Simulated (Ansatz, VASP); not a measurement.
# Al2O3 in VASP and in Ansatz

INCAR

```
PREC = Accurate
ENCUT = 520
EDIFF = 1E-6
ISMEAR = 0
SIGMA = 0.05
LREAL = F
LASPH = T
NELM = 80
ALGO = Normal
ISIF = 2
LWAVE = F
LCHARG = F
GGA = PE
NBANDS = 35
```

The input KPOINTS:

```
regular mesh
0
Gamma
  6 6 6
```

The input POSCAR:

```
Al2O3
1.0
    2.5215409537      1.4558123484      3.9757976730
   -2.5215409537      1.4558123484      3.9757976730
    0.0000000000     -2.9116246967      3.9757976730
Al O
4 6
Direct
    0.8445081524      0.8445081524      0.8445081524
    0.6554918476      0.6554918476      0.6554918476
    0.1554918476      0.1554918476      0.1554918476
    0.3445081524      0.3445081524      0.3445081524
    0.0561574040      0.4438425960      0.7500000000
    0.7500000000      0.0561574040      0.4438425960
    0.4438425960      0.7500000000      0.0561574040
    0.9438425960      0.5561574040      0.2500000000
    0.2500000000      0.9438425960      0.5561574040
    0.5561574040      0.2500000000      0.9438425960
```

Input for Ansatz:

```yaml
crystal:
  lattice:
    - [2.5215409537, 1.4558123484, 3.975797673]
    - [-2.5215409537, 1.4558123484, 3.975797673]
    - [0.0, -2.9116246967, 3.975797673]
  atoms:
    - { symbol: Al, position: [0.8445081524, 0.8445081524, 0.8445081524] }
    - { symbol: Al, position: [0.6554918476, 0.6554918476, 0.6554918476] }
    - { symbol: Al, position: [0.1554918476, 0.1554918476, 0.1554918476] }
    - { symbol: Al, position: [0.3445081524, 0.3445081524, 0.3445081524] }
    - { symbol: O, position: [0.056157404, 0.443842596, 0.75] }
    - { symbol: O, position: [0.75, 0.056157404, 0.443842596] }
    - { symbol: O, position: [0.443842596, 0.75, 0.056157404] }
    - { symbol: O, position: [0.943842596, 0.556157404, 0.25] }
    - { symbol: O, position: [0.25, 0.943842596, 0.556157404] }
    - { symbol: O, position: [0.556157404, 0.25, 0.943842596] }
basis:
  ecutwfc: 520.0
kpoints:
  mp_grid: { grid: [6, 6, 6] }
hamiltonian:
  xc: pbe
  pseudopotentials: { kind: paw, azcp: { folder: soft_1 } }
scf:
  occupations: { method: gaussian, width: 0.05 }
output:
  forces: true
  stress: true
  eigenvalues: true
```

Alike in both runs: task single point; functional PBE; k mesh 6 × 6 × 6; occupations gaussian, width 0.05 eV; no spin polarisation.

|  | VASP | Ansatz |
| --- | --- | --- |
| version | VASP 6.6.1 | Ansatz 0.2.0 |
| potentials or method | VASP PAW PBE potentials, release 64 (Al, O), cutoff 520 eV | scalar-relativistic, plane waves, PAW |
| valence electrons in the cell | 48 | 48 |

```tsv
	VASP	Ansatz	Ansatz less VASP
gap on the k mesh at the Fermi level (eV)	4.69	4.70	+0.012
least direct gap on the mesh (eV)	4.69	4.70	+0.012
pressure (GPa)	3.6	3.6	0.00
traceless stress, the component that is largest in VASP (GPa)	44.28	44.28	-0.005
rms of the force components (eV/Å)	1.449	1.442	-0.0078
```

Atom by atom the forces differ by 0.011 eV/Å (rms over components). With one functional, cell and mesh, what is left measures potentials, basis and numerics.
